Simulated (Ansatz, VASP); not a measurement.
Two plane-wave programs on BaTiO3

Contents of POSCAR:

```
BaTiO3
1.0
    3.0104569043      1.6397057586      2.3314328269
   -3.0104569043      1.6397057586      2.3314328269
    0.0000000000     -3.2794115171      2.3314328269
Ba Ti O
1 1 3
Direct
    0.0027851043      0.0027851043      0.0027851043
    0.5162478494      0.5162478494      0.5162478494
    0.4897536543      0.4897536543      0.9801597377
    0.4897536543      0.9801597377      0.4897536543
    0.9801597377      0.4897536543      0.4897536543
```

INCAR.step1

```
PREC = Accurate
ENCUT = 520
ISMEAR = 0
SIGMA = 0.05
LREAL = F
LASPH = T
NELM = 80
NBANDS = 28
GGA = PE
ALGO = Normal
EDIFF = 1E-4
LWAVE = T
LCHARG = F
```

INCAR.step2

```
PREC = Accurate
ENCUT = 520
EDIFF = 1E-6
ISMEAR = 0
SIGMA = 0.05
LREAL = F
LASPH = T
NELM = 80
ALGO = Normal
ISIF = 2
LWAVE = F
LCHARG = F
METAGGA = R2SCAN
LMIXTAU = T
NBANDS = 28
ISTART = 1
```

KPOINTS

```
regular mesh
0
Gamma
  6 6 6
```

Input for Ansatz:

```yaml
crystal:
  lattice:
    - [3.0104569043, 1.6397057586, 2.3314328269]
    - [-3.0104569043, 1.6397057586, 2.3314328269]
    - [0.0, -3.2794115171, 2.3314328269]
  atoms:
    - { symbol: Ba, position: [0.0027851043, 0.0027851043, 0.0027851043] }
    - { symbol: Ti, position: [0.5162478494, 0.5162478494, 0.5162478494] }
    - { symbol: O, position: [0.4897536543, 0.4897536543, 0.9801597377] }
    - { symbol: O, position: [0.4897536543, 0.9801597377, 0.4897536543] }
    - { symbol: O, position: [0.9801597377, 0.4897536543, 0.4897536543] }
basis:
  ecutwfc: 500
kpoints:
  mp_grid: { grid: [6, 6, 6] }
hamiltonian:
  xc: r2scan
scf:
  occupations: { method: gaussian, width: 0.05 }
output:
  forces: true
  stress: true
  eigenvalues: true
```

Change from the starting cell: strain +0.0600 x Voigt [1, 0, 0, 0, 0, 0], atoms carried along.

Alike in both runs: task single point; functional r2SCAN; k mesh 6 × 6 × 6; occupations gaussian, width 0.05 eV; no spin polarisation.

|  | VASP | Ansatz |
| --- | --- | --- |
| version | VASP 6.6.1 | Ansatz 0.2.0 |
| potentials or method | VASP PAW PBE potentials, release 64 (Ba_sv, Ti_sv, O), cutoff 520 eV | scalar-relativistic, plane waves, PAW |
| valence electrons in the cell | 40 | 40 |

VASP gave:

| Item | Value |
| --- | --- |
| gap on the k mesh at the Fermi level (eV) | 2.51 |
| least direct gap on the mesh (eV) | 2.96 |
| pressure (GPa) | -7.2 |
| traceless stress, the component that is largest in VASP (GPa) | -8.30 |
| rms of the force components (eV/Å) | 0.228 |

Problem. Estimate Ansatz's values.

Solution. gap on the k mesh at the Fermi level (eV): 2.52; least direct gap on the mesh (eV): 2.94; pressure (GPa): -8.8; traceless stress, the component that is largest in VASP (GPa): -8.15; rms of the force components (eV/Å): 0.271.

VASP's potentials were made for PBE, not for r2SCAN. Atom by atom the forces differ by 0.058 eV/Å (rms over components).

Neither program's run includes spin-orbit coupling.
